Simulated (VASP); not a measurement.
# CoO (P3m1) in VASP: further runs

Aim: see how the results for CoO move with the level of theory and the settings. Levels: PBE, PBEsol, LDA. Tasks: single point.

Program: VASP 6.6.1. These are calculated values, not measurements. Logs are shortened: lines on timing, memory, paths and dates and some standing lists are left out, and cuts for length are marked.

**1. The cell of the first run**

The typed cell holds 4 atoms: a = 3.198 Å, b = 3.198 Å, c = 5.229 Å, α = 90.00°, β = 90.00°, γ = 120.00°.

**2. Single point, PBE, collinear spin, ferromagnetic start**

Contents of INCAR:

```
SYSTEM = CoO
PREC     = Accurate       ! precision mode
ENCUT    = 520            ! plane-wave cutoff, eV
EDIFF    = 1E-6           ! SCF threshold, eV
ISMEAR   = -1             ! smearing method
SIGMA    = 0.05           ! smearing width, eV
LREAL    = .False.        ! projectors in reciprocal space
LASPH    = .True.         ! aspherical terms in the spheres
NELM     = 150            ! most SCF steps
ALGO     = Normal         ! electronic algorithm
ISIF     = 2              ! what is computed and relaxed
LWAVE    = .False.        ! write WAVECAR
LCHARG   = .True.         ! write CHGCAR
ISPIN    = 2              ! spin polarisation
MAGMOM   = 2 2 0 0        ! initial moments
LORBIT   = 11             ! projections on sites
LMAXMIX  = 4              ! l up to which the mixer works
GGA      = PE             ! functional
LELF     = .True.         ! ELF
LVHAR    = .True.       
NBANDS   = 27             ! bands
```

Contents of KPOINTS:

```
Automatic mesh
0
Gamma
  10 10 5
  0 0 0
```

Contents of POSCAR:

```
CoO
1.0
    3.1976457435      0.0000000000      0.0000000000
   -1.5988228718      2.7692424462      0.0000000000
    0.0000000000      0.0000000000      5.2287097100
Co O
2 2
Direct
    0.3333333333      0.6666666667      0.5033624100
    0.0000000000      0.0000000000      0.0034741400
    0.3333333333      0.6666666667      0.8715556000
    0.0000000000      0.0000000000      0.3716088500
```

Potentials or basis: VASP PAW PBE potentials, release 64 (Co, O).

Started as:

```console
cat potpaw_PBE.64/Co/POTCAR potpaw_PBE.64/O/POTCAR > POTCAR
mpirun -np 1 vasp_std > vasp.out
```

OUTCAR:

```text
SYSTEM = CoO
   PREC = Accurate
   ENCUT = 520
   EDIFF = 1E-6
   ISMEAR = -1
   LREAL = .False.
   LASPH = .True.
   NELM = 150
   ISIF = 2
   ISPIN = 2
   LORBIT = 11
   GGA = PE

 ion  position               nearest neighbor table
   1  0.333  0.667  0.503-   3 1.93   4 1.97   4 1.97   4 1.97
   2  0.000  0.000  0.003-   4 1.92   3 1.97   3 1.97   3 1.97
   3  0.333  0.667  0.872-   1 1.93   2 1.97   2 1.97   2 1.97
   4  0.000  0.000  0.372-   2 1.92   1 1.97   1 1.97   1 1.97

  LATTYP: Found a hexagonal cell.
 ALAT       =     3.1976457435
 C/A-ratio  =     1.6351747909

  Lattice vectors:

 A1 = (   3.1976457435,   0.0000000000,   0.0000000000)
 A2 = (  -1.5988228718,   2.7692424462,   0.0000000000)
 A3 = (   0.0000000000,   0.0000000000,   5.2287097100)

Analysis of symmetry for initial positions (statically):
=====================================================================
 Subroutine PRICEL returns:
 Original cell was already a primitive cell.

 Routine SETGRP: Setting up the symmetry group for a
 hexagonal supercell.

 Subroutine GETGRP returns: Found  6 space group operations
 (whereof  6 operations were pure point group operations)
 out of a pool of 24 trial point group operations.

The static configuration has the point symmetry C_3v.

Analysis of symmetry for dynamics (positions and initial velocities):
=====================================================================
 Subroutine PRICEL returns:
 Original cell was already a primitive cell.

 Routine SETGRP: Setting up the symmetry group for a
 hexagonal supercell.

 Subroutine GETGRP returns: Found  6 space group operations
 (whereof  6 operations were pure point group operations)
 out of a pool of 24 trial point group operations.

The dynamic configuration has the point symmetry C_3v.

Analysis of structural, dynamic, and magnetic symmetry:
=====================================================================
 Subroutine PRICEL returns:
 Original cell was already a primitive cell.

 Routine SETGRP: Setting up the symmetry group for a
 hexagonal supercell.

 Subroutine GETGRP returns: Found  6 space group operations
 (whereof  6 operations were pure point group operations)
 out of a pool of 24 trial point group operations.

The overall configuration has the point symmetry C_3v.

 Subroutine INISYM returns: Found  6 space group operations
 (whereof  6 operations are pure point group operations),
 and found     1 'primitive' translations

[... 120 lines left out ...]
  Fermi-wavevector in a.u.,A,eV,Ry     =   1.416620  2.677023 27.304329  2.006812
  Thomas-Fermi vector in A             =   2.537935
   LORBIT       =     11    0 simple, 1 ext, 2 COOP (PROOUT), +10 PAW based schemes
   GGA     = PE    functional components
   LHFCALC =     F    Hartree Fock is set to
   AEXX    =    0.0000 exact exchange contribution
   IVDW    =     0    specifies the selected vdW correction
   LEPSILON=     F    determine dielectric tensor
   LRPA    =     F    only Hartree local field effects (RPA)
 spin polarized calculation
  energy-cutoff  :      520.00
  volume of cell :       46.30
 maximum number of plane-waves:      1269
   NGX = 11   NGY = 11   NGZ = 19

 number of electron      30.0000008 magnetization       5.8509916

 Free energy of the ion-electron system (eV)
  ---------------------------------------------------
  ext. energy  EPLUGINS =         0.00000000
  ---------------------------------------------------
  free energy    TOTEN  =       -26.62373132 eV

  energy without entropy =      -26.60517141  energy(sigma->0) =      -26.61445137

 E-fermi :   6.0079     XC(G=0): -11.1118

 val. band max:        5.9931143741   @ k =   0.2000   0.0000   0.0000
 cond. band min:       6.0087297017   @ k =   0.4000   0.2000   0.0000
 fundamental gap:      0.0156153276
 Fermi energy:         6.0078533367

 spin component 1

 k-point     1 :       0.0000    0.0000    0.0000
  band No.  band energies     occupation
      1     -13.9706      1.00000
      2     -13.3412      1.00000
      3      -0.9991      1.00000
      4      -0.2194      1.00000
      5      -0.0550      1.00000
      6      -0.0550      1.00000
[... 709 lines left out ...]
     26      19.9461      0.00000
     27      21.3482      0.00000

 [... further k-points ...]

 spin component 2

 k-point     1 :       0.0000    0.0000    0.0000
  band No.  band energies     occupation
      1     -13.4175      1.00000
      2     -12.7558      1.00000
      3      -0.4644      1.00000
      4       1.0811      1.00000
      5       1.2315      1.00000
      6       1.2315      1.00000
[... 709 lines left out ...]
     26      20.6288      0.00000
     27      22.1917      0.00000

 [... further k-points ...]
[... 5 lines left out ...]
  --------------------------------------------------------------------------------------
  -------------------------------------------------------------------------------------
  Total        0.0738215      0.0738215      1.0586708     -0.0000000     -0.0000000      0.0000000
  in kB        2.5545096      2.5545096     36.6341095     -0.0000000     -0.0000000      0.0000000
  external PRESSURE =      13.9143762 kB  Pullay stress =       0.0000000 kB

 VOLUME and BASIS-vectors are now :
 -----------------------------------------------------------------------------
  energy-cutoff  :      520.00
  volume of cell :       46.30
      direct lattice vectors                 reciprocal lattice vectors
     3.197645743  0.000000000  0.000000000     0.312730077  0.180554794  0.000000000
    -1.598822872  2.769242446  0.000000000     0.000000000  0.361109588  0.000000000
     0.000000000  0.000000000  5.228709710     0.000000000  0.000000000  0.191251773

 POSITION                                       TOTAL-FORCE (eV/Angst)
 -----------------------------------------------------------------------------------
     -0.00000      1.84616      2.63194         0.000000      0.000000     -0.302940
      0.00000      0.00000      0.01817         0.000000      0.000000     -0.309743
     -0.00000      1.84616      4.55711        -0.000000     -0.000000      0.306972
      0.00000      0.00000      1.94303        -0.000000      0.000000      0.305711
 -----------------------------------------------------------------------------------
    total drift:                               -0.000000     -0.000001     -0.000610

  FREE ENERGIE OF THE ION-ELECTRON SYSTEM (eV)
  ---------------------------------------------------
  free  energy   TOTEN  =       -26.6237313245 eV

  energy  without entropy=      -26.6051714110  energy(sigma->0) =      -26.61445137

 total charge

# of ion       s       p       d       tot
------------------------------------------
    1        0.348   0.435   7.191   7.974
    2        0.348   0.435   7.191   7.973
    3        1.551   3.447   0.000   4.997
    4        1.551   3.447   0.000   4.997
--------------------------------------------------
tot          3.798   7.763  14.381  25.942

 magnetization (x)

# of ion       s       p       d       tot
------------------------------------------
    1        0.016   0.059   2.420   2.496
    2        0.016   0.059   2.420   2.496
    3        0.022   0.290   0.000   0.311
    4        0.022   0.289   0.000   0.311
--------------------------------------------------
tot          0.076   0.697   4.841   5.614
```

It took 2.4 min on 1 thread of AMD EPYC 7R13 (Zen 3), shared host; peak memory 0.21 GiB.

What came out:

```
Free energy                                           : -26.6237 eV
Pressure                                              : 1.4 GPa
Largest force                                         : 0.310 eV/Å
Net moment                                            : 5.85 μB per cell
Site moments                                          : Co +2.50; O +0.31 μB
Valence electrons inside the program's atomic spheres : Co 7.97; O 5.00
```

Forces on the atoms (eV/Å):
```
Co   0.000  0.000 -0.303
Co   0.000  0.000 -0.310
O    0.000  0.000  0.307
O    0.000  0.000  0.306
```

Stress tensor (GPa, compression positive):
```
0.26 0.00 0.00
0.00 0.26 0.00
0.00 0.00 3.66
```

Caveat: semilocal functionals often make such compounds metallic where correlation or magnetic order opens a gap, which also shifts bond lengths.

**3. Single point, PBEsol, collinear spin, ferromagnetic start (volume scaled by 0.98)**

Contents of INCAR:

```
ALGO     = Normal         # electronic algorithm
EDIFF    = 1E-6           # SCF threshold, eV
ENCUT    = 520            # plane-wave cutoff, eV
GGA      = PS             # functional
ISIF     = 2              # what is computed and relaxed
ISMEAR   = -1             # smearing method
ISPIN    = 2              # spin polarisation
LASPH    = T              # aspherical terms in the spheres
LCHARG   = F              # write CHGCAR
LMAXMIX  = 4              # l up to which the mixer works
LORBIT   = 11             # projections on sites
LREAL    = F              # projectors in reciprocal space
LWAVE    = F              # write WAVECAR
MAGMOM   = 2 2 0 0        # initial moments
NBANDS   = 27             # bands
NELM     = 150            # most SCF steps
PREC     = Accurate       # precision mode
SIGMA    = 0.05           # smearing width, eV
```

Contents of KPOINTS:

```
k-points
0
Gamma
  10 10 5
```

Contents of POSCAR:

```
CoO
1.0
    3.1761843872      0.0000000000      0.0000000000
   -1.5880921936      2.7506563664      0.0000000000
    0.0000000000      0.0000000000      5.1936166411
Co O
2 2
Direct
    0.3333333333      0.6666666667      0.5033624100
    0.0000000000      0.0000000000      0.0034741400
    0.3333333333      0.6666666667      0.8715556000
    0.0000000000      0.0000000000      0.3716088500
```

Potentials or basis: VASP PAW PBE potentials, release 64 (Co, O).

Started as:

```console
cat potpaw_PBE.64/Co/POTCAR potpaw_PBE.64/O/POTCAR > POTCAR
mpirun -np 1 vasp_std > vasp.out
```

Run time: 2.8 min. Hardware: 1 thread of AMD EPYC 7R13 (Zen 3), shared host; peak memory 0.21 GiB.

The run converged. Its results:

- Free energy: -28.3180 eV
- Pressure: -5.3 GPa
- Largest force: 0.289 eV/Å
- Net moment: 5.67 μB per cell
- Site moments: Co +2.43; O +0.31 μB
- Valence electrons inside the program's atomic spheres: Co 8.02; O 4.97

Forces on the atoms (eV/Å):
```
Co   0.000  0.000 -0.283
Co   0.000  0.000 -0.289
O    0.000  0.000  0.286
O    0.000  0.000  0.286
```

Stress tensor (GPa, compression positive):
```
-6.80  0.00  0.00
 0.00 -6.80  0.00
 0.00  0.00 -2.41
```

Levels at points of the mesh, in eV from the Fermi level:
Spin up:
| k point | band 14 | band 15 | band 16 | band 17 | band 18 | band 19 | band 20 | band 21 | band 22 | band 23 |
| --- | --- | --- | --- | --- | --- | --- | --- | --- | --- | --- |
| (0.00, 0.00, 0.00) | -0.60 | -0.60 | 0.00 | 0.27 | 0.31 | 0.31 | 5.42 | 7.06 | 13.62 | 13.62 |
| (0.50, 0.00, 0.00) | -2.04 | -1.89 | -1.69 | -0.59 | -0.47 | 5.67 | 5.99 | 7.15 | 9.31 | 10.75 |
Spin down:
| k point | band 10 | band 11 | band 12 | band 13 | band 14 | band 15 |
| --- | --- | --- | --- | --- | --- | --- |
| (0.00, 0.00, 0.00) | -0.77 | -0.16 | -0.16 | 0.09 | 0.62 | 1.54 |
| (0.50, 0.00, 0.00) | -0.73 | -0.23 | -0.07 | 0.06 | 0.12 | 0.68 |

Caveat: the PAW data sets were made with another functional, which shifts forces and pressure a little; semilocal functionals often make such compounds metallic where correlation or magnetic order opens a gap, which also shifts bond lengths.

**4. Single point, LDA, collinear spin, ferromagnetic start**

Contents of INCAR:

```
  ALGO = Normal
  EDIFF = 1E-7
  ENCUT = 520
  GGA = CA
  ISIF = 2
  ISMEAR = -1
  ISPIN = 2
  LASPH = True
  LCHARG = True
  LELF = True
  LMAXMIX = 4
  LORBIT = 11
  LREAL = False
  LVHAR = True
  LWAVE = False
  MAGMOM = 2 2 0 0
  NBANDS = 27
  NELM = 150
  PREC = Accurate
  SIGMA = 0.05
```

KPOINTS is that of step 3.

Contents of POSCAR:

```
CoO
1.0
    3.1976457435      0.0000000000      0.0000000000
   -1.5988228718      2.7692424462      0.0000000000
    0.0000000000      0.0000000000      5.2287097100
Co O
2 2
Direct
    0.3333333333      0.6666666667      0.5033624100
    0.0000000000      0.0000000000      0.0034741400
    0.3333333333      0.6666666667      0.8715556000
    0.0000000000      0.0000000000      0.3716088500
```

Potentials or basis: VASP PAW LDA potentials, release 64 (Co, O).

Started as:

```console
cat potpaw_LDA.64/Co/POTCAR potpaw_LDA.64/O/POTCAR > POTCAR
mpirun -np 1 vasp_std > vasp.out
```

It took 2.2 min on 1 thread of AMD EPYC 7R13 (Zen 3), shared host; peak memory 0.19 GiB.

Results (log left out):

* Free energy: -29.7188 eV
* Pressure: -16.3 GPa
* Largest force: 0.242 eV/Å
* Net moment: 5.30 μB per cell
* Site moments: Co +2.27; O +0.29 μB
* Valence electrons inside the program's atomic spheres: Co 8.00; O 4.94

Forces on the atoms (eV/Å):
```
Co   0.000  0.000 -0.238
Co   0.000  0.000 -0.242
O    0.000  0.000  0.240
O    0.000  0.000  0.240
```

Stress tensor (GPa, compression positive):
```
-17.63   0.00   0.00
  0.00 -17.63   0.00
  0.00   0.00 -13.65
```

Levels at points of the mesh, in eV from the Fermi level:
Spin up:
```tsv
k point	band 15	band 16	band 17	band 18	band 19	band 20	band 21	band 22
(0.00, 0.00, 0.00)	-0.43	0.16	0.42	0.47	0.47	5.46	7.08	13.56
(0.50, 0.00, 0.00)	-1.61	-1.52	-0.45	-0.30	5.69	6.07	7.26	9.28
```
Spin down:
| k point | band 10 | band 11 | band 12 | band 13 | band 14 | band 15 |
| --- | --- | --- | --- | --- | --- | --- |
| (0.00, 0.00, 0.00) | -0.69 | -0.15 | -0.15 | -0.13 | 0.66 | 1.34 |
| (0.50, 0.00, 0.00) | -0.81 | -0.19 | -0.05 | -0.05 | -0.02 | 0.46 |

Caveat: semilocal functionals often make such compounds metallic where correlation or magnetic order opens a gap, which also shifts bond lengths. With open d or f shells a metallic result of LDA can be an artefact of self-interaction; +U or a hybrid may open a gap.

**5. Single point, PBEsol, collinear spin, ferromagnetic start**

Contents of INCAR:

```
PREC = Accurate
ENCUT = 520
EDIFF = 1E-7
ISMEAR = -1
SIGMA = 0.05
LREAL = False
LASPH = True
NELM = 150
ALGO = Normal
ISIF = 2
LWAVE = False
LCHARG = False
ISPIN = 2
MAGMOM = 2 2 0 0
LORBIT = 11
LMAXMIX = 4
GGA = PS
NBANDS = 27
```

Contents of KPOINTS:

```
Automatic mesh
0
Gamma
  10 10 5
```

POSCAR is that of step 4.

Potentials or basis: VASP PAW PBE potentials, release 64 (Co, O).

Started as:

```console
cat potpaw_PBE.64/Co/POTCAR potpaw_PBE.64/O/POTCAR > POTCAR
mpirun -np 1 vasp_std > vasp.out
```

Wall time 2.6 min (1 thread of AMD EPYC 7R13 (Zen 3), shared host); peak memory 0.21 GiB.

It converged, with:

* Free energy: -28.2819 eV
* Pressure: -7.5 GPa
* Largest force: 0.264 eV/Å
* Net moment: 5.78 μB per cell
* Site moments: Co +2.47; O +0.32 μB
* Valence electrons inside the program's atomic spheres: Co 7.98; O 4.96

Forces on the atoms (eV/Å):
```
Co   0.000  0.000 -0.258
Co   0.000  0.000 -0.264
O    0.000  0.000  0.261
O    0.000  0.000  0.261
```

Stress tensor (GPa, compression positive):
```
-8.69  0.00  0.00
 0.00 -8.69  0.00
 0.00  0.00 -5.16
```

Levels at points of the mesh, in eV from the Fermi level:
Spin up:
| k point | band 14 | band 15 | band 16 | band 17 | band 18 | band 19 | band 20 | band 21 | band 22 | band 23 |
| --- | --- | --- | --- | --- | --- | --- | --- | --- | --- | --- |
| (0.00, 0.00, 0.00) | -0.66 | -0.66 | -0.05 | 0.21 | 0.23 | 0.23 | 5.32 | 6.96 | 13.46 | 13.46 |
| (0.50, 0.00, 0.00) | -2.06 | -1.92 | -1.72 | -0.64 | -0.53 | 5.55 | 5.91 | 7.06 | 9.16 | 10.54 |
Spin down:
```csv
k point,band 10,band 11,band 12,band 13,band 14,band 15
"(0.00, 0.00, 0.00)",-0.75,-0.15,-0.15,0.12,0.59,1.53
"(0.50, 0.00, 0.00)",-0.67,-0.22,-0.07,0.08,0.15,0.69
```

Caveat: the PAW data sets were made with another functional, which shifts forces and pressure a little; semilocal functionals often make such compounds metallic where correlation or magnetic order opens a gap, which also shifts bond lengths.

**6. The runs side by side**

| level | potentials or basis | cell | gap on the mesh (eV) | pressure (GPa) | moment (μB) | largest force (eV/Å) |
| --- | --- | --- | --- | --- | --- | --- |
| PBE | VASP PAW PBE potentials, release 64 (Co, O) | a = 3.198, b = 3.198, c = 5.229 Å, angles 90.0, 90.0, 120.0°, 4 atoms | none | 1.4 | 5.85 | 0.31 |
| PBEsol | VASP PAW PBE potentials, release 64 (Co, O) | a = 3.176, b = 3.176, c = 5.194 Å, angles 90.0, 90.0, 120.0°, 4 atoms | none | -5.3 | 5.67 | 0.29 |
| LDA | VASP PAW LDA potentials, release 64 (Co, O) | a = 3.198, b = 3.198, c = 5.229 Å, angles 90.0, 90.0, 120.0°, 4 atoms | none | -16.3 | 5.30 | 0.24 |
| PBEsol | VASP PAW PBE potentials, release 64 (Co, O) | a = 3.198, b = 3.198, c = 5.229 Å, angles 90.0, 90.0, 120.0°, 4 atoms | none | -7.5 | 5.78 | 0.26 |

Alike in all rows: task single point; spin collinear, ferromagnetic start; k mesh 10 × 10 × 5; cutoff (eV) 520; smearing fermi-dirac 0.05 eV.

Caveats: semilocal functionals often make such compounds metallic where correlation or magnetic order opens a gap, which also shifts bond lengths; the PAW data sets were made with another functional, which shifts forces and pressure a little (some runs).

Absolute energies hang on the potentials; compare differences alone.
